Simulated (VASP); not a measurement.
# WC (P-6m2) in VASP: a series of runs

The runs below take WC through single point, with LDA, PBE+D3(BJ), RPBE.

Everything below comes from runs of VASP 6.6.1. Logs are shortened: lines on timing, memory, paths and dates and some standing lists are left out, and cuts for length are marked.

### Step 1. The cell of the first run

The structure is hexagonal, space group P-6m2 (No. 187). The conventional cell has a = 2.885 Å, b = 2.885 Å, c = 2.810 Å, α = 90.00°, β = 90.00°, γ = 120.00°. Within 2.9 Å of W (site symmetry -6m2) lie 6 C at 2.18 Å and 8 W at 2.81 to 2.89 Å. C (site symmetry -6m2) has 6 W at 2.18 Å and 8 C at 2.81 to 2.89 Å within 2.9 Å.

### Step 2. Single point, LDA

The input, INCAR:

```
PREC = Accurate
ENCUT = 520
EDIFF = 1E-7
ISMEAR = -1
SIGMA = 0.05
LREAL = False
LASPH = True
NELM = 100
ALGO = Normal
ISIF = 2
LWAVE = False
LCHARG = False
GGA = CA
NBANDS = 16
```

The input, KPOINTS:

```
Automatic mesh
0
Gamma
  11 11 9
```

The input, POSCAR:

```
WC
1.0
    2.8851371676      0.0000000000      0.0000000000
   -1.4425685838      2.4986020806      0.0000000000
    0.0000000000      0.0000000000      2.8096529978
W C
1 1
Direct
    0.0000000000      0.0000000000      0.0000000000
    0.6666666667      0.3333333333      0.5000000000
```

Potentials or basis: VASP PAW LDA potentials, release 64 (W_sv, C).

Launch:

```
$ cat potpaw_LDA.64/W_sv/POTCAR potpaw_LDA.64/C/POTCAR > POTCAR
$ mpirun -np 1 vasp_std > vasp.out
```

OUTCAR:

```text
PREC = Accurate
   ENCUT = 520
   EDIFF = 1E-7
   ISMEAR = -1
   LREAL = False
   LASPH = True
   NELM = 100
   ISIF = 2
   GGA = CA

 ion  position               nearest neighbor table
   1  0.000  0.000  0.000-   2 2.18   2 2.18   2 2.18   2 2.18   2 2.18   2 2.18
   2  0.667  0.333  0.500-   1 2.18   1 2.18   1 2.18   1 2.18   1 2.18   1 2.18

  LATTYP: Found a hexagonal cell.
 ALAT       =     2.8851371676
 C/A-ratio  =     0.9738368870

  Lattice vectors:

 A1 = (   2.8851371676,   0.0000000000,   0.0000000000)
 A2 = (  -1.4425685838,   2.4986020806,   0.0000000000)
 A3 = (   0.0000000000,   0.0000000000,   2.8096529978)

Analysis of symmetry for initial positions (statically):
=====================================================================
 Subroutine PRICEL returns:
 Original cell was already a primitive cell.

 Routine SETGRP: Setting up the symmetry group for a
 hexagonal supercell.

 Subroutine GETGRP returns: Found 12 space group operations
 (whereof 12 operations were pure point group operations)
 out of a pool of 24 trial point group operations.

The static configuration has the point symmetry D_3h.

Analysis of symmetry for dynamics (positions and initial velocities):
=====================================================================
 Subroutine PRICEL returns:
 Original cell was already a primitive cell.

 Routine SETGRP: Setting up the symmetry group for a
 hexagonal supercell.

 Subroutine GETGRP returns: Found 12 space group operations
 (whereof 12 operations were pure point group operations)
 out of a pool of 24 trial point group operations.

The dynamic configuration has the point symmetry D_3h.

 Subroutine INISYM returns: Found 12 space group operations
 (whereof 12 operations are pure point group operations),
 and found     1 'primitive' translations

----------------------------------------------------------------------------------------

                                     Primitive cell

  volume of cell :      20.2543

  direct lattice vectors                    reciprocal lattice vectors
     2.885137168  0.000000000  0.000000000     0.346603971  0.200111896  0.000000000
    -1.442568584  2.498602081  0.000000000     0.000000000  0.400223792  0.000000000
     0.000000000  0.000000000  2.809652998     0.000000000  0.000000000  0.355915838

  length of vectors
     2.885137168  2.885137168  2.809652998     0.400223792  0.400223792  0.355915838

  position of ions in fractional coordinates (direct lattice)
     0.000000000  0.000000000  0.000000000
     0.666666667  0.333333333  0.500000000

  ion indices of the primitive-cell ions
   primitive index   ion index
                 1           1
                 2           2

----------------------------------------------------------------------------------------

 KPOINTS: Automatic mesh

Automatic generation of k-mesh.
 Grid dimensions read from file:
 generate k-points for:   11   11    9

 Generating k-lattice:

  Cartesian coordinates                     Fractional coordinates (reciprocal lattice)
     0.031509452  0.018191991  0.000000000     0.090909091 -0.000000000  0.000000000
     0.000000000  0.036383981  0.000000000     0.000000000  0.090909091  0.000000000
     0.000000000  0.000000000  0.039546204     0.000000000  0.000000000  0.111111111

  Length of vectors
     0.036383981  0.036383981  0.039546204

  Shift w.r.t. Gamma in fractional coordinates (k-lattice)
     0.000000000  0.000000000  0.000000000

 Subroutine IBZKPT returns following result:
 ===========================================

 Found     80 irreducible k-points:

 Following reciprocal coordinates:
            Coordinates               Weight
  0.000000  0.000000  0.000000      1.000000
  0.090909  0.000000  0.000000      6.000000
  0.181818 -0.000000  0.000000      6.000000
  0.272727  0.000000  0.000000      6.000000
  0.363636  0.000000  0.000000      6.000000
  0.454545 -0.000000  0.000000      6.000000
[... 16 lines left out ...]
  0.090909  0.090909  0.111111     12.000000
  0.181818  0.090909  0.111111     24.000000
 [... further k-points ...]
   k-points           NKPTS =     80   k-points in BZ     NKDIM =     80   number of bands    NBANDS=     16
   number of dos      NEDOS =    301   number of ions     NIONS =      2
   total plane-waves  NPLWV =  13824
   dimension x,y,z NGX =    24 NGY =   24 NGZ =   24
   dimension x,y,z NGXF=    48 NGYF=   48 NGZF=   48
   ions per type =               1   1
   NGX,Y,Z   is equivalent  to a cutoff of  13.83, 13.83, 14.20 a.u.
   NGXF,Y,Z  is equivalent  to a cutoff of  27.66, 27.66, 28.40 a.u.
 SYSTEM =  unknown system
   PREC   = accura    normal or accurate (medium, high low for compatibility)
   ISTART =      0    job   : 0-new  1-cont  2-samecut
   ICHARG =      2    charge: 1-file 2-atom 10-const
   ISPIN  =      1    spin polarized calculation?
   LNONCOLLINEAR =      F non collinear calculations
   LSORBIT =      F    spin-orbit coupling
   LASPH  =      T    aspherical Exc in radial PAW
   ENCUT  =  520.0 eV  38.22 Ry    6.18 a.u.   5.36  5.36  5.22*2*pi/ulx,y,z
   NELM   =    100;   NELMIN=  2; NELMDL= -5     # of ELM steps
   EDIFF  = 0.1E-06   stopping-criterion for ELM
   LREAL  =      F    real-space projection
   EDIFFG = 0.1E-05   stopping-criterion for IOM
   NSW    =      0    number of steps for IOM
   IBRION =     -1    ionic relax: 0-MD 1-quasi-New 2-CG
   NFREE  =      0    steps in history (QN), initial steepest desc. (CG)
   ISIF   =      2    stress and relaxation
   ISYM   =      2    0-nonsym 1-usesym 2-fastsym
   POTIM  = 0.5000    time-step for ionic-motion
   TEBEG  =    0.0;   TEEND  =   0.0 temperature during run
   PSTRESS=    0.0 pullay stress
   NELECT =      18.0000    total number of electrons
   NUPDOWN=      -1.0000    fix difference up-down
   EMIN   =  10.00;   EMAX   =-10.00  energy-range for DOS
   EFERMI =   0.00;   METHOD = LEGACY
   ISMEAR =    -1;   SIGMA  =   0.05  broadening in eV -4-tet -1-fermi 0-gaus
   EFERMI_NEDOS =   21; number of points for ismear=-14 and -15
   IALGO  =     38    algorithm
   IMIX   =      4    mixing-type and parameters
     AMIX     =   0.40;   BMIX     =  1.00
     AMIX_MAG =   1.60;   BMIX_MAG =  1.00
  volume/ion in A,a.u.               =      10.13        68.34
  Fermi-wavevector in a.u.,A,eV,Ry     =   1.573960  2.974352 33.706377  2.477349
  Thomas-Fermi vector in A             =   2.675166
   LORBIT       =      0    0 simple, 1 ext, 2 COOP (PROOUT), +10 PAW based schemes
   GGA     = CA    functional components
   LHFCALC =     F    Hartree Fock is set to
   AEXX    =    0.0000 exact exchange contribution
   IVDW    =     0    specifies the selected vdW correction
   LEPSILON=     F    determine dielectric tensor
   LRPA    =     F    only Hartree local field effects (RPA)
 non-spin polarized calculation
  energy-cutoff  :      520.00
  volume of cell :       20.25
 maximum number of plane-waves:       569
 NGX is ok and might be reduce to    24
   NGX = 11   NGY = 11   NGZ = 11

 number of electron      18.0000000 magnetization

 Free energy of the ion-electron system (eV)
  ---------------------------------------------------
  ext. energy  EPLUGINS =         0.00000000
  ---------------------------------------------------
  free energy    TOTEN  =       -24.70130007 eV

  energy without entropy =      -24.69883335  energy(sigma->0) =      -24.70006671

 E-fermi :  11.3974     XC(G=0): -14.1111

 val. band max:       11.3810963783   @ k =   0.4545   0.0909   0.4444
 cond. band min:      11.4716412966   @ k =   0.0000   0.0000   0.1111
 fundamental gap:      0.0905449183
 Fermi energy:        11.3973865278

 k-point     1 :       0.0000    0.0000    0.0000
  band No.  band energies     occupation
      1     -62.1468      2.00000
      2     -26.3844      2.00000
      3     -26.2798      2.00000
      4     -26.2798      2.00000
      5      -3.1217      2.00000
      6       6.8814      2.00000
[... 8 lines left out ...]
     15      26.0029      0.00000
     16      28.3234      0.00000

 k-point     2 :       0.0909    0.0000    0.0000
  band No.  band energies     occupation
      1     -62.1416      2.00000
      2     -26.3747      2.00000
      3     -26.3554      2.00000
      4     -26.2968      2.00000
      5      -2.8969      2.00000
      6       6.9241      2.00000
[... 8 lines left out ...]
     15      25.5520      0.00000
     16      28.7850      0.00000

 k-point     3 :       0.1818   -0.0000    0.0000
  band No.  band energies     occupation
      1     -62.1274      2.00000
      2     -26.5542      2.00000
      3     -26.3485      2.00000
      4     -26.3422      2.00000
      5      -2.2709      2.00000
      6       6.3850      2.00000
[... 8 lines left out ...]
     15      25.2255      0.00000
     16      30.0337      0.00000

 k-point     4 :       0.2727    0.0000    0.0000
  band No.  band energies     occupation
      1     -62.1086      2.00000
      2     -26.8063      2.00000
      3     -26.4011      2.00000
      4     -26.3139      2.00000
      5      -1.3800      2.00000
      6       5.4924      2.00000
[... 8 lines left out ...]
     15      25.8279      0.00000
     16      29.6755      0.00000

 k-point     5 :       0.3636    0.0000    0.0000
  band No.  band energies     occupation
      1     -62.0914      2.00000
      2     -27.0304      2.00000
      3     -26.4545      2.00000
      4     -26.2820      2.00000
      5      -0.4416      2.00000
      6       4.7551      2.00000
[... 8 lines left out ...]
     15      26.3571      0.00000
     16      28.2792      0.00000

 k-point     6 :       0.4545   -0.0000    0.0000
  band No.  band energies     occupation
      1     -62.0812      2.00000
      2     -27.1604      2.00000
      3     -26.4861      2.00000
      4     -26.2629      2.00000
      5       0.2150      2.00000
      6       4.3296      2.00000
[... 8 lines left out ...]
     15      24.7409      0.00000
     16      29.4864      0.00000

 k-point     7 :       0.0909    0.0909    0.0000
  band No.  band energies     occupation
      1     -62.1318      2.00000
      2     -26.4879      2.00000
      3     -26.3567      2.00000
      4     -26.3327      2.00000
      5      -2.4705      2.00000
      6       6.6206      2.00000
[... 8 lines left out ...]
     15      25.2613      0.00000
     16      29.4927      0.00000

 k-point     8 :       0.1818    0.0909    0.0000
  band No.  band energies     occupation
      1     -62.1153      2.00000
      2     -26.7017      2.00000
      3     -26.3964      2.00000
      4     -26.3263      2.00000
      5      -1.7049      2.00000
      6       5.8399      2.00000
[... 8 lines left out ...]
     15      25.4631      0.00000
     16      29.8272      0.00000

 k-point     9 :       0.2727    0.0909    0.0000
  band No.  band energies     occupation
      1     -62.0974      2.00000
      2     -26.9267      2.00000
      3     -26.4655      2.00000
      4     -26.2930      2.00000
      5      -0.7674      2.00000
      6       5.0682      2.00000
[... 8 lines left out ...]
     15      26.5267      0.00000
     16      28.5055      0.00000
[... 172 lines left out ...]
 k-point    19 :       0.1818   -0.0000    0.1111
  band No.  band energies     occupation
      1     -62.1218      2.00000
      2     -26.5448      2.00000
      3     -26.4472      2.00000
      4     -26.3328      2.00000
      5      -1.9976      2.00000
      6       6.5073      2.00000
[... 8 lines left out ...]
     15      24.9628      0.00000
     16      29.8338      0.00000

 k-point    20 :       0.2727    0.0000    0.1111
  band No.  band energies     occupation
      1     -62.1031      2.00000
      2     -26.7942      2.00000
      3     -26.4112      2.00000
      4     -26.3912      2.00000
      5      -1.1610      2.00000
      6       5.5683      2.00000
[... 8 lines left out ...]
     15      25.2629      0.00000
     16      29.2320      0.00000

 k-point    21 :       0.3636    0.0000    0.1111
  band No.  band energies     occupation
      1     -62.0860      2.00000
      2     -27.0166      2.00000
      3     -26.4443      2.00000
      4     -26.3772      2.00000
      5      -0.2926      2.00000
      6       4.7375      2.00000
[... 8 lines left out ...]
     15      25.7064      0.00000
     16      28.3290      0.00000

 k-point    22 :       0.4545   -0.0000    0.1111
  band No.  band energies     occupation
      1     -62.0758      2.00000
      2     -27.1457      2.00000
      3     -26.4756      2.00000
      4     -26.3569      2.00000
      5       0.3110      2.00000
      6       4.2227      2.00000
[... 8 lines left out ...]
     15      24.7037      0.00000
     16      29.2651      0.00000

 k-point    23 :       0.0909    0.0909    0.1111
  band No.  band energies     occupation
      1     -62.1262      2.00000
      2     -26.4824      2.00000
      3     -26.4526      2.00000
      4     -26.3234      2.00000
      5      -2.1868      2.00000
      6       6.7593      2.00000
[... 8 lines left out ...]
     15      25.1015      0.00000
     16      29.1791      0.00000

 k-point    24 :       0.1818    0.0909    0.1111
  band No.  band energies     occupation
      1     -62.1098      2.00000
      2     -26.6905      2.00000
      3     -26.4243      2.00000
      4     -26.3866      2.00000
      5      -1.4648      2.00000
      6       5.9993      2.00000
[... 8 lines left out ...]
     15      24.9888      0.00000
     16      29.4859      0.00000

 [... further k-points ...]

------------------------ aborting loop because EDIFF is reached ----------------------------------------

  FORCE on cell =-STRESS in cart. coord.  units (eV):
  Direction    XX          YY          ZZ          XY          YZ          ZX
  --------------------------------------------------------------------------------------
  -------------------------------------------------------------------------------------
  Total        0.3243594      0.3243594      0.3870754      0.0000000      0.0000000      0.0000000
  in kB       25.6578815     25.6578815     30.6189208      0.0000000      0.0000000      0.0000000
  external PRESSURE =      27.3115612 kB  Pullay stress =       0.0000000 kB

 VOLUME and BASIS-vectors are now :
 -----------------------------------------------------------------------------
  energy-cutoff  :      520.00
  volume of cell :       20.25
      direct lattice vectors                 reciprocal lattice vectors
     2.885137168  0.000000000  0.000000000     0.346603971  0.200111896  0.000000000
    -1.442568584  2.498602081  0.000000000     0.000000000  0.400223792  0.000000000
     0.000000000  0.000000000  2.809652998     0.000000000  0.000000000  0.355915838

 POSITION                                       TOTAL-FORCE (eV/Angst)
 -----------------------------------------------------------------------------------
      0.00000      0.00000      0.00000         0.000000     -0.000000      0.000000
      1.44257      0.83287      1.40483        -0.000000      0.000000      0.000000
 -----------------------------------------------------------------------------------
    total drift:                                0.000000     -0.000000      0.000000

  FREE ENERGIE OF THE ION-ELECTRON SYSTEM (eV)
  ---------------------------------------------------
  free  energy   TOTEN  =       -24.7013000716 eV

  energy  without entropy=      -24.6988333476  energy(sigma->0) =      -24.70006671
```

Wall time 30 s (1 thread of Intel Xeon 8259CL, shared host); peak memory 0.15 GiB.

What came out:

```yaml
Free_energy: -24.7013 eV
Pressure: 2.7 GPa
Band_gap_on_the_k_mesh: zero (bands 9 and 10 overlap by 1.29 eV)
```

Caveat: spin-orbit coupling is left out, which moves the levels of the heavy elements.

[end of part 1 of 2]
